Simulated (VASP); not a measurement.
# SnO (P4/nmm) in VASP: further runs

The runs below take SnO through electric field gradients, with PBEsol.

All numbers are computed with VASP 6.6.1; they aren't measurements. Logs are shortened: lines on timing, memory, paths and dates and some standing lists are left out, and cuts for length are marked.

**1. The cell of the first run**

The structure is tetragonal, space group P4/nmm (No. 129). Conventional cell: a = 3.726 Å, b = 3.726 Å, c = 4.836 Å, α = 90.00°, β = 90.00°, γ = 90.00°. Within 2.9 Å of Sn (site symmetry 4mm) lie 4 O at 2.19 Å. O (site symmetry -4m2) has 4 Sn at 2.19 Å and 4 O at 2.63 Å within 2.9 Å.

**2. Electric field gradients, PBEsol (equal xx and yy strain of -2 %)**

File INCAR:

```
PREC = Accurate
ENCUT = 520
EDIFF = 1E-8
ISMEAR = -1
SIGMA = 0.01
LREAL = False
LASPH = True
NELM = 60
ALGO = Normal
ISIF = 2
LWAVE = False
LCHARG = False
GGA = PS
LEFG = True
NBANDS = 28
```

File KPOINTS:

```
regular mesh
0
Gamma
  8 8 6
```

File POSCAR:

```
SnO
1.0
    3.7259600000      0.0000000000      0.0000000000
    0.0000000000      3.7259600000      0.0000000000
    0.0000000000      0.0000000000      4.8360000000
Sn O
2 2
Direct
    0.0000000000      0.5000000000      0.2385000000
    0.5000000000      0.0000000000      0.7615000000
    0.0000000000      0.0000000000      0.0000000000
    0.5000000000      0.5000000000      0.0000000000
```

Potentials or basis: VASP PAW PBE potentials, release 64 (Sn_d, O).

On the command line:

```bash
> cat potpaw_PBE.64/Sn_d/POTCAR potpaw_PBE.64/O/POTCAR > POTCAR
> mpirun -np 1 vasp_std > vasp.out
```

OUTCAR:

```text
PREC = Accurate
   ENCUT = 520
   EDIFF = 1E-8
   ISMEAR = -1
   LREAL = False
   LASPH = True
   NELM = 60
   ISIF = 2
   GGA = PS

 ion  position               nearest neighbor table
   1  0.000  0.500  0.239-   3 2.19   4 2.19   3 2.19   4 2.19   2 3.50   2 3.50   2 3.50   2 3.50
                             2 3.65   2 3.65   2 3.65   2 3.65
   2  0.500  0.000  0.761-   3 2.19   4 2.19   4 2.19   3 2.19   1 3.50   1 3.50   1 3.50   1 3.50
                             1 3.65   1 3.65   1 3.65   1 3.65
   3  0.000  0.000  0.000-   1 2.19   2 2.19   1 2.19   2 2.19
   4  0.500  0.500  0.000-   1 2.19   2 2.19   2 2.19   1 2.19

  LATTYP: Found a simple tetragonal cell.
 ALAT       =     3.7259600000
 C/A-ratio  =     1.2979205359

  Lattice vectors:

 A1 = (   3.7259600000,   0.0000000000,   0.0000000000)
 A2 = (   0.0000000000,   3.7259600000,   0.0000000000)
 A3 = (   0.0000000000,   0.0000000000,   4.8360000000)

Analysis of symmetry for initial positions (statically):
=====================================================================
 Subroutine PRICEL returns:
 Original cell was already a primitive cell.

 Routine SETGRP: Setting up the symmetry group for a
 simple tetragonal supercell.

 Subroutine GETGRP returns: Found 16 space group operations
 (whereof  8 operations were pure point group operations)
 out of a pool of 16 trial point group operations.

The static configuration has the point symmetry D_2d.
 The point group associated with its full space group is D_4h.

Analysis of symmetry for dynamics (positions and initial velocities):
=====================================================================
 Subroutine PRICEL returns:
 Original cell was already a primitive cell.

 Routine SETGRP: Setting up the symmetry group for a
 simple tetragonal supercell.

 Subroutine GETGRP returns: Found 16 space group operations
 (whereof  8 operations were pure point group operations)
 out of a pool of 16 trial point group operations.

The dynamic configuration has the point symmetry D_2d.
 The point group associated with its full space group is D_4h.

 Subroutine INISYM returns: Found 16 space group operations
 (whereof  8 operations are pure point group operations),
 and found     1 'primitive' translations

----------------------------------------------------------------------------------------

                                     Primitive cell

  volume of cell :      67.1371

  direct lattice vectors                    reciprocal lattice vectors
     3.725960000  0.000000000  0.000000000     0.268387208  0.000000000  0.000000000
     0.000000000  3.725960000  0.000000000     0.000000000  0.268387208  0.000000000
     0.000000000  0.000000000  4.836000000     0.000000000  0.000000000  0.206782465

  length of vectors
     3.725960000  3.725960000  4.836000000     0.268387208  0.268387208  0.206782465

  position of ions in fractional coordinates (direct lattice)
     0.000000000  0.500000000  0.238500000
     0.500000000  0.000000000  0.761500000
     0.000000000  0.000000000  0.000000000
     0.500000000  0.500000000  0.000000000

  ion indices of the primitive-cell ions
   primitive index   ion index
                 1           1
                 2           2
                 3           3
                 4           4

----------------------------------------------------------------------------------------

 KPOINTS: regular mesh

Automatic generation of k-mesh.
 Grid dimensions read from file:
 generate k-points for:    8    8    6

 Generating k-lattice:

  Cartesian coordinates                     Fractional coordinates (reciprocal lattice)
     0.033548401  0.000000000  0.000000000     0.125000000  0.000000000  0.000000000
     0.000000000  0.033548401  0.000000000     0.000000000  0.125000000  0.000000000
[... 45 lines left out ...]
   ions per type =               2   2
   NGX,Y,Z   is equivalent  to a cutoff of  12.49, 12.49, 12.38 a.u.
   NGXF,Y,Z  is equivalent  to a cutoff of  24.99, 24.99, 24.75 a.u.
 SYSTEM =  unknown system
   PREC   = accura    normal or accurate (medium, high low for compatibility)
   ISTART =      0    job   : 0-new  1-cont  2-samecut
   ICHARG =      2    charge: 1-file 2-atom 10-const
   ISPIN  =      1    spin polarized calculation?
   LNONCOLLINEAR =      F non collinear calculations
   LSORBIT =      F    spin-orbit coupling
   LASPH  =      T    aspherical Exc in radial PAW
   ENCUT  =  520.0 eV  38.22 Ry    6.18 a.u.   6.93  6.93  8.99*2*pi/ulx,y,z
   NELM   =     60;   NELMIN=  2; NELMDL= -5     # of ELM steps
   EDIFF  = 0.1E-07   stopping-criterion for ELM
   LREAL  =      F    real-space projection
   EDIFFG = 0.1E-06   stopping-criterion for IOM
   NSW    =      0    number of steps for IOM
   IBRION =     -1    ionic relax: 0-MD 1-quasi-New 2-CG
   NFREE  =      0    steps in history (QN), initial steepest desc. (CG)
   ISIF   =      2    stress and relaxation
   ISYM   =      2    0-nonsym 1-usesym 2-fastsym
   POTIM  = 0.5000    time-step for ionic-motion
   TEBEG  =    0.0;   TEEND  =   0.0 temperature during run
   PSTRESS=    0.0 pullay stress
   NELECT =      40.0000    total number of electrons
   NUPDOWN=      -1.0000    fix difference up-down
   EMIN   =  10.00;   EMAX   =-10.00  energy-range for DOS
   EFERMI =   0.00;   METHOD = LEGACY
   ISMEAR =    -1;   SIGMA  =   0.01  broadening in eV -4-tet -1-fermi 0-gaus
   EFERMI_NEDOS =   21; number of points for ismear=-14 and -15
   IALGO  =     38    algorithm
   IMIX   =      4    mixing-type and parameters
     AMIX     =   0.40;   BMIX     =  1.00
     AMIX_MAG =   1.60;   BMIX_MAG =  1.00
  volume/ion in A,a.u.               =      16.78       113.27
  Fermi-wavevector in a.u.,A,eV,Ry     =   1.377550  2.603191 25.819002  1.897643
  Thomas-Fermi vector in A             =   2.502693
   LORBIT       =      0    0 simple, 1 ext, 2 COOP (PROOUT), +10 PAW based schemes
   GGA     = PS    functional components
   LHFCALC =     F    Hartree Fock is set to
   AEXX    =    0.0000 exact exchange contribution
   IVDW    =     0    specifies the selected vdW correction
   LEPSILON=     F    determine dielectric tensor
   LRPA    =     F    only Hartree local field effects (RPA)
 non-spin polarized calculation
  energy-cutoff  :      520.00
  volume of cell :       67.14
 maximum number of plane-waves:      1844
 NGX is ok and might be reduce to    28
   NGX = 13   NGY = 13   NGZ = 17

 number of electron      40.0000012 magnetization

 Free energy of the ion-electron system (eV)
  ---------------------------------------------------
  ext. energy  EPLUGINS =         0.00000000
  ---------------------------------------------------
  free energy    TOTEN  =       -24.15792612 eV

  energy without entropy =      -24.15777598  energy(sigma->0) =      -24.15785105

 E-fermi :   7.7559     XC(G=0): -10.6992

 val. band max:        7.7466569974   @ k =   0.1250   0.0000   0.0000
 cond. band min:       7.7734612746   @ k =   0.0000   0.0000   0.0000
 fundamental gap:      0.0268042772
 Fermi energy:         7.7559039736

 k-point     1 :       0.0000    0.0000    0.0000
  band No.  band energies     occupation
      1     -14.4994      2.00000
      2     -13.9650      2.00000
      3     -13.9605      2.00000
      4     -13.9605      2.00000
      5     -13.8954      2.00000
      6     -13.8936      2.00000
[... 733 lines left out ...]
     27      16.2491      0.00000
     28      16.2491      0.00000

 [... further k-points ...]

------------------------ aborting loop because EDIFF is reached ----------------------------------------

  FORCE on cell =-STRESS in cart. coord.  units (eV):
  Direction    XX          YY          ZZ          XY          YZ          ZX
  --------------------------------------------------------------------------------------
  -------------------------------------------------------------------------------------
  Total        2.4406193      2.4406193      1.1803432      0.0000000      0.0000000      0.0000000
  in kB       58.2435649     58.2435649     28.1680138      0.0000000      0.0000000      0.0000000
  external PRESSURE =      48.2183812 kB  Pullay stress =       0.0000000 kB

 VOLUME and BASIS-vectors are now :
 -----------------------------------------------------------------------------
  energy-cutoff  :      520.00
  volume of cell :       67.14
      direct lattice vectors                 reciprocal lattice vectors
     3.725960000  0.000000000  0.000000000     0.268387208  0.000000000  0.000000000
     0.000000000  3.725960000  0.000000000     0.000000000  0.268387208  0.000000000
     0.000000000  0.000000000  4.836000000     0.000000000  0.000000000  0.206782465

 POSITION                                       TOTAL-FORCE (eV/Angst)
 -----------------------------------------------------------------------------------
      0.00000      1.86298      1.15339        -0.000000     -0.000000      0.663535
      1.86298      0.00000      3.68261         0.000000     -0.000000     -0.663535
      0.00000      0.00000      0.00000         0.000000     -0.000000      0.000000
      1.86298      1.86298      0.00000        -0.000000      0.000000      0.000000
 -----------------------------------------------------------------------------------
    total drift:                                0.000000      0.000000      0.000000

  FREE ENERGIE OF THE ION-ELECTRON SYSTEM (eV)
  ---------------------------------------------------
  free  energy   TOTEN  =       -24.1579261158 eV

  energy  without entropy=      -24.1577759837  energy(sigma->0) =      -24.15785105

 Electric field gradients (V/A^2)
---------------------------------------------------------------------
 ion       V_xx      V_yy      V_zz      V_xy      V_xz      V_yz
---------------------------------------------------------------------
   1      86.728    86.728  -173.456    -0.000     0.000    -0.000
   2      86.728    86.728  -173.456    -0.000     0.000     0.000
   3      -3.979    -3.979     7.958    -0.000    -0.000     0.000
   4      -3.979    -3.979     7.958    -0.000    -0.000    -0.000
---------------------------------------------------------------------

 Electric field gradients after diagonalization (V/A^2)
 (convention: |V_zz| > |V_xx| > |V_yy|)
----------------------------------------------------------------------
 ion       V_xx      V_yy      V_zz     asymmetry (V_yy - V_xx)/ V_zz
----------------------------------------------------------------------
   1      86.728    86.728  -173.456       0.000
   2      86.728    86.728  -173.456       0.000
   3      -3.979    -3.979     7.958       0.000
   4      -3.979    -3.979     7.958       0.000
----------------------------------------------------------------------

           NMR quadrupolar parameters

 Cq : quadrupolar parameter    Cq=e*Q*V_zz/h
 eta: asymmetry parameters     (V_yy - V_xx)/ V_zz
 Q  : nuclear electric quadrupole moment in mb (millibarn)
----------------------------------------------------------------------
 ion       Cq(MHz)       eta       Q (mb)
----------------------------------------------------------------------
   1      -0.419       0.000       1.000
   2      -0.419       0.000       1.000
   3       0.019       0.000       1.000
   4       0.019       0.000       1.000
----------------------------------------------------------------------
```

Run time: 1.9 min. Hardware: 1 thread of Intel Xeon Platinum 8259CL at 2.50GHz (Skylake/Cascade Lake), shared host; peak memory 0.23 GiB.

What came out:

| Item | Value |
| --- | --- |
| Free energy | -24.1579 eV |
| Pressure | 4.8 GPa |
| Largest force | 0.664 eV/Å |
| Band gap on the k mesh | zero (bands 20 and 21 overlap by 0.24 eV) |
| Largest electric field gradient by atom | Sn -173.5; O +8.0 V/Å² |

Forces on the atoms (eV/Å):
```
Sn   0.000  0.000  0.664
Sn   0.000  0.000 -0.664
O    0.000  0.000  0.000
O    0.000  0.000  0.000
```

Levels at points of the mesh, in eV from the Fermi level:
| k point | band 17 | band 18 | band 19 | band 20 | band 21 | band 22 | band 23 | band 24 |
| --- | --- | --- | --- | --- | --- | --- | --- | --- |
| (0.00, 0.00, 0.00) | -3.90 | -3.50 | -3.50 | 0.02 | 2.12 | 4.08 | 4.64 | 4.64 |
| (0.50, 0.00, 0.00) | -5.30 | -5.30 | -3.08 | -3.08 | 3.06 | 3.06 | 5.96 | 5.96 |
| (0.50, 0.50, 0.00) | -2.81 | -2.81 | -2.09 | -2.09 | -0.22 | -0.22 | 4.12 | 4.12 |
| (0.00, 0.00, 0.50) | -3.51 | -3.51 | -3.17 | -2.69 | 1.60 | 2.80 | 2.80 | 3.72 |
| (0.50, 0.00, 0.50) | -5.27 | -5.27 | -2.03 | -2.03 | 2.40 | 2.40 | 5.44 | 5.44 |
| (0.50, 0.50, 0.50) | -2.90 | -2.90 | -2.81 | -2.81 | 2.07 | 2.07 | 3.87 | 3.87 |

Electric field gradients, principal values (V/Å²):
```
atom   least  middle  greatest (by size)
1 Sn  86.728  86.728            -173.456
2 Sn  86.728  86.728            -173.456
 3 O  -3.979  -3.979               7.958
 4 O  -3.979  -3.979               7.958
```

Caveat: the cell differs from its parent crystal (equal xx and yy strain of -2 %); the cell stands under pressure; semilocal functionals underestimate gaps, and a narrow one can read as zero; without QUAD_EFG the Cq values of the log hold for a quadrupole moment of 1 mb, not for the nuclei; the PAW data sets were made with another functional, which shifts forces and pressure a little; spin-orbit coupling is left out, which moves the levels of the heavy elements.

[end of part 1 of 2]

The gap in the log of VASP goes by the Fermi energy; the results here count the filled bands.